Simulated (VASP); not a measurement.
# CaS (Oldhamite) (Fm-3m) in VASP: density of states with LDA

Aim: the density of states of CaS (Oldhamite) with LDA.

All numbers are computed with VASP 6.6.1; they aren't measurements. Logs are shortened: lines on timing, memory, paths and dates and some standing lists are left out, and cuts for length are marked.

### Step 1. The cell of the first run

Symmetry: Fm-3m, No. 225, cubic system. Conventional cell: a = 5.564 Å, b = 5.564 Å, c = 5.564 Å, α = 90.00°, β = 90.00°, γ = 90.00°. Ca (site symmetry m-3m) has 6 S at 2.78 Å within 3.7 Å. Within 3.7 Å of S (site symmetry m-3m) lie 6 Ca at 2.78 Å.

### Step 2. Density of states, LDA

Input file POSCAR:

```
CaS
1.0
    0.0000000000      2.7822229663      2.7822229663
    2.7822229663      0.0000000000      2.7822229663
    2.7822229663      2.7822229663      0.0000000000
Ca S
1 1
Direct
    0.0000000000      0.0000000000      0.0000000000
    0.5000000000      0.5000000000      0.5000000000
```

Input file INCAR.step1:

```
  ALGO = Normal
  EDIFF = 1E-6
  ENCUT = 400
  GGA_COMPAT = F
  ISIF = 2
  ISMEAR = -1
  LASPH = T
  LCHARG = T
  LORBIT = 11
  LREAL = F
  LWAVE = F
  NBANDS = 15
  NEDOS = 2001
  NELM = 120
  PREC = Accurate
  SIGMA = 0.02
```

Input file KPOINTS.step1:

```
k-points
0
Gamma
  9 9 9
```

Input file INCAR.step2:

```
  ALGO = Normal
  EDIFF = 1E-6
  ENCUT = 400
  GGA_COMPAT = F
  ICHARG = 11
  ISIF = 2
  ISMEAR = -5
  LASPH = T
  LCHARG = F
  LORBIT = 11
  LREAL = F
  LWAVE = F
  NEDOS = 2001
  NELM = 120
  PREC = Accurate
  SIGMA = 0.02
```

Input file KPOINTS.step2:

```
k-points
0
Gamma
  14 14 14
```

Potentials or basis: VASP PAW LDA potentials, release 64 (Ca_sv, S).

Run with:

```console
> cat potpaw_LDA.64/Ca_sv/POTCAR potpaw_LDA.64/S/POTCAR > POTCAR
> cp INCAR.step1 INCAR
> cp KPOINTS.step1 KPOINTS
> mpirun -np 1 vasp_std > vasp.out
> cp INCAR.step2 INCAR
> cp KPOINTS.step2 KPOINTS
> mpirun -np 1 vasp_std > vasp.out
```

OUTCAR:

```text
EDIFF = 1E-6
   ENCUT = 400
   ICHARG = 11
   ISIF = 2
   ISMEAR = -5
   LASPH = T
   LORBIT = 11
   LREAL = F
   NELM = 120
   PREC = Accurate

 ion  position               nearest neighbor table
   1  0.000  0.000  0.000-   2 2.78   2 2.78   2 2.78   2 2.78   2 2.78   2 2.78
   2  0.500  0.500  0.500-   1 2.78   1 2.78   1 2.78   1 2.78   1 2.78   1 2.78

  LATTYP: Found a face centered cubic cell.
 ALAT       =     5.5644459326

  Lattice vectors:

 A1 = (   0.0000000000,   2.7822229663,   2.7822229663)
 A2 = (   2.7822229663,   0.0000000000,   2.7822229663)
 A3 = (   2.7822229663,   2.7822229663,   0.0000000000)

Analysis of symmetry for initial positions (statically):
=====================================================================
 Subroutine PRICEL returns:
 Original cell was already a primitive cell.

 Routine SETGRP: Setting up the symmetry group for a
 face centered cubic supercell.

 Subroutine GETGRP returns: Found 48 space group operations
 (whereof 48 operations were pure point group operations)
 out of a pool of 48 trial point group operations.

The static configuration has the point symmetry O_h .

Analysis of symmetry for dynamics (positions and initial velocities):
=====================================================================
 Subroutine PRICEL returns:
 Original cell was already a primitive cell.

 Routine SETGRP: Setting up the symmetry group for a
 face centered cubic supercell.

 Subroutine GETGRP returns: Found 48 space group operations
 (whereof 48 operations were pure point group operations)
 out of a pool of 48 trial point group operations.

The dynamic configuration has the point symmetry O_h .

 Subroutine INISYM returns: Found 48 space group operations
 (whereof 48 operations are pure point group operations),
 and found     1 'primitive' translations

----------------------------------------------------------------------------------------

                                     Primitive cell

  volume of cell :      43.0731

  direct lattice vectors                    reciprocal lattice vectors
     0.000000000  2.782222966  2.782222966    -0.179712412  0.179712412  0.179712412
     2.782222966  0.000000000  2.782222966     0.179712412 -0.179712412  0.179712412
     2.782222966  2.782222966  0.000000000     0.179712412  0.179712412 -0.179712412

  length of vectors
     3.934657452  3.934657452  3.934657452     0.311271028  0.311271028  0.311271028

  position of ions in fractional coordinates (direct lattice)
     0.000000000  0.000000000  0.000000000
     0.500000000  0.500000000  0.500000000

  ion indices of the primitive-cell ions
   primitive index   ion index
                 1           1
                 2           2

----------------------------------------------------------------------------------------

 KPOINTS: k-points

Automatic generation of k-mesh.
 Grid dimensions read from file:
 generate k-points for:   14   14   14

 Generating k-lattice:

  Cartesian coordinates                     Fractional coordinates (reciprocal lattice)
    -0.012836601  0.012836601  0.012836601     0.071428571  0.000000000  0.000000000
     0.012836601 -0.012836601  0.012836601     0.000000000  0.071428571  0.000000000
     0.012836601  0.012836601 -0.012836601     0.000000000  0.000000000  0.071428571

  Length of vectors
     0.022233645  0.022233645  0.022233645

  Shift w.r.t. Gamma in fractional coordinates (k-lattice)
     0.000000000  0.000000000  0.000000000

 TETIRR: Found    389 inequivalent tetrahedra from    16464

 Subroutine IBZKPT returns following result:
 ===========================================

 Found    104 irreducible k-points:

 Following reciprocal coordinates:
            Coordinates               Weight
  0.000000  0.000000  0.000000      1.000000
  0.071429  0.000000  0.000000      8.000000
  0.142857  0.000000  0.000000      8.000000
  0.214286  0.000000  0.000000      8.000000
  0.285714  0.000000  0.000000      8.000000
  0.357143  0.000000  0.000000      8.000000
[... 16 lines left out ...]
  0.214286  0.142857  0.000000     24.000000
  0.285714  0.142857  0.000000     24.000000
 [... further k-points ...]
   k-points           NKPTS =    104   k-points in BZ     NKDIM =    104   number of bands    NBANDS=     12
   number of dos      NEDOS =   2001   number of ions     NIONS =      2
   total plane-waves  NPLWV =  21952
   dimension x,y,z NGX =    28 NGY =   28 NGZ =   28
   dimension x,y,z NGXF=    56 NGYF=   56 NGZF=   56
   ions per type =               1   1
   NGX,Y,Z   is equivalent  to a cutoff of  11.83, 11.83, 11.83 a.u.
   NGXF,Y,Z  is equivalent  to a cutoff of  23.66, 23.66, 23.66 a.u.
 SYSTEM =  unknown system
   PREC   = accura    normal or accurate (medium, high low for compatibility)
   ISTART =      0    job   : 0-new  1-cont  2-samecut
   ICHARG =     11    charge: 1-file 2-atom 10-const
   ISPIN  =      1    spin polarized calculation?
   LNONCOLLINEAR =      F non collinear calculations
   LSORBIT =      F    spin-orbit coupling
   LASPH  =      T    aspherical Exc in radial PAW
   ENCUT  =  400.0 eV  29.40 Ry    5.42 a.u.   6.42  6.42  6.42*2*pi/ulx,y,z
   NELM   =    120;   NELMIN=  2; NELMDL=  0     # of ELM steps
   EDIFF  = 0.1E-05   stopping-criterion for ELM
   LREAL  =      F    real-space projection
   EDIFFG = 0.1E-04   stopping-criterion for IOM
   NSW    =      0    number of steps for IOM
   IBRION =     -1    ionic relax: 0-MD 1-quasi-New 2-CG
   NFREE  =      0    steps in history (QN), initial steepest desc. (CG)
   ISIF   =      2    stress and relaxation
   ISYM   =      2    0-nonsym 1-usesym 2-fastsym
   POTIM  = 0.5000    time-step for ionic-motion
   TEBEG  =    0.0;   TEEND  =   0.0 temperature during run
   PSTRESS=    0.0 pullay stress
   NELECT =      16.0000    total number of electrons
   NUPDOWN=      -1.0000    fix difference up-down
   EMIN   =  10.00;   EMAX   =-10.00  energy-range for DOS
   EFERMI =   0.00;   METHOD = LEGACY
   ISMEAR =    -5;   SIGMA  =   0.02  broadening in eV -4-tet -1-fermi 0-gaus
   EFERMI_NEDOS =   21; number of points for ismear=-14 and -15
   IALGO  =     38    algorithm
   IMIX   =      4    mixing-type and parameters
     AMIX     =   0.40;   BMIX     =  1.00
     AMIX_MAG =   1.60;   BMIX_MAG =  1.00
  volume/ion in A,a.u.               =      21.54       145.34
  Fermi-wavevector in a.u.,A,eV,Ry     =   1.176828  2.223882 18.843028  1.384924
  Thomas-Fermi vector in A             =   2.313185
   LORBIT       =     11    0 simple, 1 ext, 2 COOP (PROOUT), +10 PAW based schemes
   GGA     = CA    functional components
   LHFCALC =     F    Hartree Fock is set to
   AEXX    =    0.0000 exact exchange contribution
   IVDW    =     0    specifies the selected vdW correction
   LEPSILON=     F    determine dielectric tensor
   LRPA    =     F    only Hartree local field effects (RPA)
 non-spin polarized calculation
 Fermi weights with tetrahedron method with Bloechl corrections
  energy-cutoff  :      400.00
  volume of cell :       43.07
 maximum number of plane-waves:       801
 NGX is ok and might be reduce to    28

 number of electron      16.0000003 magnetization

 Free energy of the ion-electron system (eV)
  ---------------------------------------------------
  ext. energy  EPLUGINS =         0.00000000
  ---------------------------------------------------
  free energy    TOTEN  =       -11.43364134 eV

  energy without entropy =      -11.43364134  energy(sigma->0) =      -11.43364134

 E-fermi :   3.1053     XC(G=0):  -9.9976

 val. band max:        3.0815243400   @ k =   0.0000   0.0000   0.0000
 cond. band min:       5.0438881064   @ k =   0.5000   0.5000   0.0000
 fundamental gap:      1.9623637664
 Fermi energy:         3.1052521049

 k-point     1 :       0.0000    0.0000    0.0000
  band No.  band energies     occupation
      1     -35.4334      2.00000
      2     -16.7200      2.00000
      3     -16.7200      2.00000
      4     -16.7200      2.00000
      5      -8.4521      2.00000
      6       3.0815      2.00000
      7       3.0815      2.00000
      8       3.0815      2.00000
      9       7.0154      0.00000
     10       7.0154      0.00000
     11       7.0154      0.00000
     12       7.4153      0.00000

 k-point     2 :       0.0714    0.0000    0.0000
  band No.  band energies     occupation
      1     -35.4326      2.00000
      2     -16.7327      2.00000
      3     -16.7209      2.00000
      4     -16.7209      2.00000
      5      -8.4078      2.00000
      6       2.8073      2.00000
      7       2.9837      2.00000
      8       2.9837      2.00000
      9       7.0416      0.00000
     10       7.1036      0.00000
     11       7.1036      0.00000
     12       7.6913      0.00000

 k-point     3 :       0.1429    0.0000    0.0000
  band No.  band energies     occupation
      1     -35.4301      2.00000
      2     -16.7679      2.00000
      3     -16.7234      2.00000
      4     -16.7234      2.00000
      5      -8.2812      2.00000
      6       2.1680      2.00000
      7       2.7384      2.00000
      8       2.7384      2.00000
      9       7.0676      0.00000
     10       7.3414      0.00000
     11       7.3414      0.00000
     12       8.3261      0.00000
[... 286 lines left out ...]
 k-point    23 :       0.2143    0.1429    0.0000
  band No.  band energies     occupation
      1     -35.4263      2.00000
      2     -16.7956      2.00000
      3     -16.7391      2.00000
      4     -16.7367      2.00000
      5      -8.1184      2.00000
      6       1.4256      2.00000
      7       2.5751      2.00000
      8       2.6291      2.00000
      9       6.4202      0.00000
     10       7.9758      0.00000
     11       8.0030      0.00000
     12       8.3093      0.00000

 k-point    24 :       0.2857    0.1429    0.0000
  band No.  band energies     occupation
      1     -35.4228      2.00000
      2     -16.8386      2.00000
      3     -16.7445      2.00000
      4     -16.7406      2.00000
      5      -7.9514      2.00000
      6       0.9608      2.00000
      7       2.2332      2.00000
      8       2.3970      2.00000
      9       6.5321      0.00000
     10       8.3001      0.00000
     11       8.3322      0.00000
     12       8.8616      0.00000

 [... further k-points ...]

------------------------ aborting loop because EDIFF is reached ----------------------------------------

  FORCE on cell =-STRESS in cart. coord.  units (eV):
  Direction    XX          YY          ZZ          XY          YZ          ZX
  --------------------------------------------------------------------------------------
  -------------------------------------------------------------------------------------
  Total        0.0681907      0.0681907      0.0681907     -0.0000000      0.0000000      0.0000000
  in kB        2.5364727      2.5364727      2.5364727     -0.0000000      0.0000000      0.0000000
  external PRESSURE =       2.5364727 kB  Pullay stress =       0.0000000 kB

 VOLUME and BASIS-vectors are now :
 -----------------------------------------------------------------------------
  energy-cutoff  :      400.00
  volume of cell :       43.07
      direct lattice vectors                 reciprocal lattice vectors
     0.000000000  2.782222966  2.782222966    -0.179712412  0.179712412  0.179712412
     2.782222966  0.000000000  2.782222966     0.179712412 -0.179712412  0.179712412
     2.782222966  2.782222966  0.000000000     0.179712412  0.179712412 -0.179712412

 POSITION                                       TOTAL-FORCE (eV/Angst)
 -----------------------------------------------------------------------------------
      0.00000      0.00000      0.00000        -0.000000      0.000000      0.000000
      2.78222      2.78222      2.78222         0.000000     -0.000000     -0.000000
 -----------------------------------------------------------------------------------
    total drift:                                0.000000      0.000000      0.000000

  FREE ENERGIE OF THE ION-ELECTRON SYSTEM (eV)
  ---------------------------------------------------
  free  energy   TOTEN  =       -11.4336413432 eV

  energy  without entropy=      -11.4336413432  energy(sigma->0) =      -11.43364134

 total charge

# of ion       s       p       d       tot
------------------------------------------
    1        2.037   5.857   0.285   8.179
    2        1.315   2.477   0.000   3.792
--------------------------------------------------
tot          3.352   8.334   0.285  11.971
```

It used 61 s of CPU time on 1 thread of AMD EPYC 7R13 Processor (Zen 3), with other jobs on the host.

Results:

```yaml
Valence_electrons_inside_the_program's_atomic_spheres: Ca 8.18; S 3.79
```

Levels at points of the mesh, in eV from the valence-band top:
```tsv
k point	band 6	band 7	band 8	band 9	band 10	band 11
(0.00, 0.00, 0.00)	0.00	0.00	0.00	3.93	3.93	3.93
(0.50, 0.00, 0.00)	-3.43	-1.35	-1.35	5.16	6.11	6.23
(0.50, 0.50, 0.00)	-2.46	-0.87	-0.87	1.96	5.59	6.12
```
